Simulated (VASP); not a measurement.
# Sn2TeS (P-6m2) in VASP: single point with PBE

Aim: the single point of Sn2TeS with PBE.

Everything below comes from runs of VASP 6.6.1. Logs are shortened: lines on timing, memory, paths and dates and some standing lists are left out, and cuts for length are marked.

## 1. The cell of the first run

The structure is hexagonal, space group P-6m2 (No. 187). The conventional cell has a = 4.247 Å, b = 4.247 Å, c = 7.521 Å, α = 90.00°, β = 90.00°, γ = 120.00°. Within 3.9 Å of Sn (site symmetry 3m) lie 3 S at 2.99 Å and 3 Te at 3.19 Å and 1 Sn at 3.43 Å. Within 4.3 Å of Te (site symmetry -6m2) lie 6 Sn at 3.19 Å and 6 Te at 4.25 Å. Within 3.9 Å of S (site symmetry -6m2) lie 6 Sn at 2.99 Å.

## 2. Single point, PBE

Input file POSCAR:

```
Sn2TeS
1.0
    4.2474080331      0.0000000000      0.0000000000
   -2.1237040166      3.6783632569      0.0000000000
    0.0000000000      0.0000000000      7.5214674735
Sn Te S
2 1 1
Direct
    0.0000000000      0.0000000000      0.2719634046
    0.0000000000      0.0000000000      0.7280365954
    0.3333333333      0.6666666667      0.0000000000
    0.6666666667      0.3333333333      0.5000000000
```

Input file INCAR.step1:

```
SYSTEM = Sn2TeS
ALGO     = Normal         ! electronic algorithm
EDIFF    = 1E-6           ! SCF threshold, eV
ENCUT    = 520            ! plane-wave cutoff, eV
GGA      = PE             ! functional
ISIF     = 2              ! what is computed and relaxed
ISMEAR   = 0              ! smearing method
LASPH    = .TRUE.         ! aspherical terms in the spheres
LCHARG   = .TRUE.         ! write CHGCAR
LREAL    = .FALSE.        ! projectors in reciprocal space
LWAVE    = .FALSE.        ! write WAVECAR
NBANDS   = 28             ! bands
NELM     = 60             ! most SCF steps
PREC     = Accurate       ! precision mode
SIGMA    = 0.1            ! smearing width, eV
```

Input file KPOINTS.step1:

```
k-points
0
G
  12 12 6
  0 0 0
```

Input file INCAR.step2:

```
SYSTEM = Sn2TeS
ALGO     = Normal         ! electronic algorithm
EDIFF    = 1E-6           ! SCF threshold, eV
ENCUT    = 520            ! plane-wave cutoff, eV
GGA      = PE             ! functional
ICHARG   = 11             ! starting density
ISIF     = 2              ! what is computed and relaxed
ISMEAR   = -5             ! smearing method
LASPH    = .TRUE.         ! aspherical terms in the spheres
LCHARG   = .FALSE.        ! write CHGCAR
LORBIT   = 11             ! projections on sites
LREAL    = .FALSE.        ! projectors in reciprocal space
LWAVE    = .FALSE.        ! write WAVECAR
NBANDS   = 28             ! bands
NEDOS    = 1001           ! points of the DOS
NELM     = 60             ! most SCF steps
PREC     = Accurate       ! precision mode
SIGMA    = 0.1            ! smearing width, eV
```

Input file KPOINTS.step2:

```
k-points
0
G
  18 18 9
  0 0 0
```

Potentials or basis: VASP PAW PBE potentials, release 64 (Sn_d, Te, S).

On the command line:

```console
cat potpaw_PBE.64/Sn_d/POTCAR potpaw_PBE.64/Te/POTCAR potpaw_PBE.64/S/POTCAR > POTCAR
cp INCAR.step1 INCAR
cp KPOINTS.step1 KPOINTS
mpirun -np 1 vasp_std > vasp.out
cp INCAR.step2 INCAR
cp KPOINTS.step2 KPOINTS
mpirun -np 1 vasp_std > vasp.out
```

OUTCAR:

```text
SYSTEM = Sn2TeS
   EDIFF = 1E-6
   ENCUT = 520
   GGA = PE
   ICHARG = 11
   ISIF = 2
   ISMEAR = -5
   LASPH = .TRUE.
   LORBIT = 11
   LREAL = .FALSE.
   NELM = 60
   PREC = Accurate

 ion  position               nearest neighbor table
   1  0.000  0.000  0.272-   4 2.99   4 2.99   4 2.99   3 3.19   3 3.19   3 3.19   2 3.43
   2  0.000  0.000  0.728-   4 2.99   4 2.99   4 2.99   3 3.19   3 3.19   3 3.19   1 3.43
   3  0.333  0.667  0.000-   1 3.19   2 3.19   1 3.19   2 3.19   1 3.19   2 3.19
   4  0.667  0.333  0.500-   1 2.99   2 2.99   1 2.99   2 2.99   1 2.99   2 2.99

  LATTYP: Found a hexagonal cell.
 ALAT       =     4.2474080331
 C/A-ratio  =     1.7708370411

  Lattice vectors:

 A1 = (   4.2474080331,   0.0000000000,   0.0000000000)
 A2 = (  -2.1237040166,   3.6783632569,   0.0000000000)
 A3 = (   0.0000000000,   0.0000000000,   7.5214674735)

Analysis of symmetry for initial positions (statically):
=====================================================================
 Subroutine PRICEL returns:
 Original cell was already a primitive cell.

 Routine SETGRP: Setting up the symmetry group for a
 hexagonal supercell.

 Subroutine GETGRP returns: Found 12 space group operations
 (whereof 12 operations were pure point group operations)
 out of a pool of 24 trial point group operations.

The static configuration has the point symmetry D_3h.

Analysis of symmetry for dynamics (positions and initial velocities):
=====================================================================
 Subroutine PRICEL returns:
 Original cell was already a primitive cell.

 Routine SETGRP: Setting up the symmetry group for a
 hexagonal supercell.

 Subroutine GETGRP returns: Found 12 space group operations
 (whereof 12 operations were pure point group operations)
 out of a pool of 24 trial point group operations.

The dynamic configuration has the point symmetry D_3h.

 Subroutine INISYM returns: Found 12 space group operations
 (whereof 12 operations are pure point group operations),
 and found     1 'primitive' translations

----------------------------------------------------------------------------------------

                                     Primitive cell

  volume of cell :     117.5117

  direct lattice vectors                    reciprocal lattice vectors
     4.247408033  0.000000000  0.000000000     0.235437705  0.135930022  0.000000000
    -2.123704017  3.678363257  0.000000000     0.000000000  0.271860045  0.000000000
     0.000000000  0.000000000  7.521467473     0.000000000  0.000000000  0.132952779

  length of vectors
     4.247408033  4.247408033  7.521467473     0.271860045  0.271860045  0.132952779

  position of ions in fractional coordinates (direct lattice)
     0.000000000  0.000000000  0.271963405
     0.000000000  0.000000000  0.728036595
     0.333333333  0.666666667  0.000000000
     0.666666667  0.333333333  0.500000000

  ion indices of the primitive-cell ions
   primitive index   ion index
                 1           1
                 2           2
                 3           3
                 4           4

----------------------------------------------------------------------------------------

 KPOINTS: k-points

Automatic generation of k-mesh.
 Grid dimensions read from file:
 generate k-points for:   18   18    9

 Generating k-lattice:

  Cartesian coordinates                     Fractional coordinates (reciprocal lattice)
     0.013079873  0.007551668  0.000000000     0.055555556  0.000000000  0.000000000
     0.000000000  0.015103336  0.000000000     0.000000000  0.055555556  0.000000000
     0.000000000  0.000000000  0.014772531     0.000000000  0.000000000  0.111111111

  Length of vectors
     0.015103336  0.015103336  0.014772531

  Shift w.r.t. Gamma in fractional coordinates (k-lattice)
     0.000000000  0.000000000  0.000000000

 TETIRR: Found   2805 inequivalent tetrahedra from    17496

 Subroutine IBZKPT returns following result:
 ===========================================

 Found    185 irreducible k-points:

 Following reciprocal coordinates:
            Coordinates               Weight
  0.000000  0.000000  0.000000      1.000000
  0.055556 -0.000000  0.000000      6.000000
  0.111111 -0.000000  0.000000      6.000000
  0.166667 -0.000000  0.000000      6.000000
  0.222222 -0.000000  0.000000      6.000000
  0.277778 -0.000000  0.000000      6.000000
[... 16 lines left out ...]
  0.333333  0.111111  0.000000     12.000000
  0.388889  0.111111  0.000000     12.000000
 [... further k-points ...]
   k-points           NKPTS =    185   k-points in BZ     NKDIM =    185   number of bands    NBANDS=     28
   number of dos      NEDOS =   1001   number of ions     NIONS =      4
   total plane-waves  NPLWV =  57344
   dimension x,y,z NGX =    32 NGY =   32 NGZ =   56
   dimension x,y,z NGXF=    64 NGYF=   64 NGZF=  112
   ions per type =               2   1   1
   NGX,Y,Z   is equivalent  to a cutoff of  12.52, 12.52, 12.38 a.u.
   NGXF,Y,Z  is equivalent  to a cutoff of  25.05, 25.05, 24.76 a.u.
 SYSTEM =  Sn2TeS
   PREC   = accura    normal or accurate (medium, high low for compatibility)
   ISTART =      0    job   : 0-new  1-cont  2-samecut
   ICHARG =     11    charge: 1-file 2-atom 10-const
   ISPIN  =      1    spin polarized calculation?
   LNONCOLLINEAR =      F non collinear calculations
   LSORBIT =      F    spin-orbit coupling
   LASPH  =      T    aspherical Exc in radial PAW
   ENCUT  =  520.0 eV  38.22 Ry    6.18 a.u.   7.90  7.90 13.98*2*pi/ulx,y,z
   NELM   =     60;   NELMIN=  2; NELMDL=  0     # of ELM steps
   EDIFF  = 0.1E-05   stopping-criterion for ELM
   LREAL  =      F    real-space projection
   EDIFFG = 0.1E-04   stopping-criterion for IOM
   NSW    =      0    number of steps for IOM
   IBRION =     -1    ionic relax: 0-MD 1-quasi-New 2-CG
   NFREE  =      0    steps in history (QN), initial steepest desc. (CG)
   ISIF   =      2    stress and relaxation
   ISYM   =      2    0-nonsym 1-usesym 2-fastsym
   POTIM  = 0.5000    time-step for ionic-motion
   TEBEG  =    0.0;   TEEND  =   0.0 temperature during run
   PSTRESS=    0.0 pullay stress
   NELECT =      40.0000    total number of electrons
   NUPDOWN=      -1.0000    fix difference up-down
   EMIN   =  10.00;   EMAX   =-10.00  energy-range for DOS
   EFERMI =   0.00;   METHOD = LEGACY
   ISMEAR =    -5;   SIGMA  =   0.10  broadening in eV -4-tet -1-fermi 0-gaus
   EFERMI_NEDOS =   21; number of points for ismear=-14 and -15
   IALGO  =     38    algorithm
   IMIX   =      4    mixing-type and parameters
     AMIX     =   0.40;   BMIX     =  1.00
     AMIX_MAG =   1.60;   BMIX_MAG =  1.00
  volume/ion in A,a.u.               =      29.38       198.25
  Fermi-wavevector in a.u.,A,eV,Ry     =   1.143057  2.160064 17.777081  1.306579
  Thomas-Fermi vector in A             =   2.279753
   LORBIT       =     11    0 simple, 1 ext, 2 COOP (PROOUT), +10 PAW based schemes
   GGA     = PE    functional components
   LHFCALC =     F    Hartree Fock is set to
   AEXX    =    0.0000 exact exchange contribution
   IVDW    =     0    specifies the selected vdW correction
   LEPSILON=     F    determine dielectric tensor
   LRPA    =     F    only Hartree local field effects (RPA)
 non-spin polarized calculation
 Fermi weights with tetrahedron method with Bloechl corrections
  energy-cutoff  :      520.00
  volume of cell :      117.51
 maximum number of plane-waves:      3222
 NGX is ok and might be reduce to    32

 number of electron      39.9999988 magnetization

 Free energy of the ion-electron system (eV)
  ---------------------------------------------------
  ext. energy  EPLUGINS =         0.00000000
  ---------------------------------------------------
  free energy    TOTEN  =       -16.00072073 eV

  energy without entropy =      -16.00072073  energy(sigma->0) =      -16.00072073

 E-fermi :   6.2963     XC(G=0):  -9.3815

 val. band max:        6.3243671989   @ k =   0.3333   0.3333   0.1111
 cond. band min:       6.2169949443   @ k =   0.4444  -0.0000   0.0000
 fundamental gap:     -0.1073722546
 Fermi energy:         6.2962538475

 k-point     1 :       0.0000    0.0000    0.0000
  band No.  band energies     occupation
      1     -15.7263      2.00000
      2     -15.6997      2.00000
      3     -15.6997      2.00000
      4     -15.6936      2.00000
      5     -15.6936      2.00000
      6     -15.6918      2.00000
[... 20 lines left out ...]
     27      10.9627      0.00000
     28      12.2528      0.00000

 k-point     2 :       0.0556   -0.0000    0.0000
  band No.  band energies     occupation
      1     -15.7261      2.00000
      2     -15.7000      2.00000
      3     -15.6994      2.00000
      4     -15.6937      2.00000
      5     -15.6932      2.00000
      6     -15.6920      2.00000
[... 20 lines left out ...]
     27      10.8171      0.00000
     28      11.8214      0.00000

 k-point     3 :       0.1111   -0.0000    0.0000
  band No.  band energies     occupation
      1     -15.7255      2.00000
      2     -15.7010      2.00000
      3     -15.6987      2.00000
      4     -15.6939      2.00000
      5     -15.6925      2.00000
      6     -15.6920      2.00000
[... 20 lines left out ...]
     27      10.7862      0.00000
     28      11.3613      0.00000

 k-point     4 :       0.1667   -0.0000    0.0000
  band No.  band energies     occupation
      1     -15.7247      2.00000
      2     -15.7027      2.00000
      3     -15.6979      2.00000
      4     -15.6941      2.00000
      5     -15.6930      2.00000
      6     -15.6905      2.00000
[... 578 lines left out ...]
     27      10.8653      0.00000
     28      12.8235      0.00000

 k-point    23 :       0.3333    0.1111    0.0000
  band No.  band energies     occupation
      1     -15.7210      2.00000
      2     -15.7106      2.00000
      3     -15.6986      2.00000
      4     -15.6948      2.00000
      5     -15.6936      2.00000
      6     -15.6838      2.00000
[... 20 lines left out ...]
     27      10.7395      0.00000
     28      13.1709      0.00000

 k-point    24 :       0.3889    0.1111    0.0000
  band No.  band energies     occupation
      1     -15.7207      2.00000
      2     -15.7115      2.00000
      3     -15.6989      2.00000
      4     -15.6950      2.00000
      5     -15.6935      2.00000
      6     -15.6829      2.00000
[... 20 lines left out ...]
     27      10.7570      0.00000
     28      12.9722      0.00000

 [... further k-points ...]
[... 5 lines left out ...]
  --------------------------------------------------------------------------------------
  -------------------------------------------------------------------------------------
  Total        0.1147880      0.1147880      0.0540026     -0.0000000      0.0000000     -0.0000000
  in kB        1.5650413      1.5650413      0.7362816     -0.0000000      0.0000000     -0.0000000
  external PRESSURE =       1.2887880 kB  Pullay stress =       0.0000000 kB

 VOLUME and BASIS-vectors are now :
 -----------------------------------------------------------------------------
  energy-cutoff  :      520.00
  volume of cell :      117.51
      direct lattice vectors                 reciprocal lattice vectors
     4.247408033  0.000000000  0.000000000     0.235437705  0.135930022  0.000000000
    -2.123704017  3.678363257  0.000000000     0.000000000  0.271860045  0.000000000
     0.000000000  0.000000000  7.521467473     0.000000000  0.000000000  0.132952779

 POSITION                                       TOTAL-FORCE (eV/Angst)
 -----------------------------------------------------------------------------------
      0.00000      0.00000      2.04556        -0.000000      0.000000      0.005623
      0.00000      0.00000      5.47590        -0.000000     -0.000000     -0.005623
     -0.00000      2.45224      0.00000        -0.000000      0.000000      0.000000
      2.12370      1.22612      3.76073         0.000000      0.000000      0.000000
 -----------------------------------------------------------------------------------
    total drift:                               -0.000087      0.000050      0.000000

  FREE ENERGIE OF THE ION-ELECTRON SYSTEM (eV)
  ---------------------------------------------------
  free  energy   TOTEN  =       -16.0007207257 eV

  energy  without entropy=      -16.0007207257  energy(sigma->0) =      -16.00072073

 total charge

# of ion       s       p       d       tot
------------------------------------------
    1        1.402   0.643   9.983  12.027
    2        1.402   0.643   9.983  12.027
    3        1.379   1.975   0.024   3.378
    4        1.367   2.281   0.000   3.648
--------------------------------------------------
tot          5.549   5.541  19.989  31.080
```

Wall time 6.1 min (1 thread of AMD EPYC 9R45 (Zen 5), shared host); peak memory 0.61 GiB.

Results:

```yaml
Valence_electrons_inside_the_program's_atomic_spheres: Sn 12.03; Te 3.38; S 3.65
```

Levels at points of the mesh, in eV from the Fermi level:
| k point | band 18 | band 19 | band 20 | band 21 | band 22 | band 23 |
| --- | --- | --- | --- | --- | --- | --- |
| (0.00, 0.00, 0.00) | -1.30 | -1.30 | -0.15 | 0.75 | 2.24 | 2.24 |
| (0.50, 0.00, 0.00) | -1.85 | -1.76 | -1.04 | -0.12 | 0.89 | 1.92 |

Caveat: spin-orbit coupling is left out, which moves the levels of the heavy elements; tetrahedron occupations give inexact forces and stress in metals.
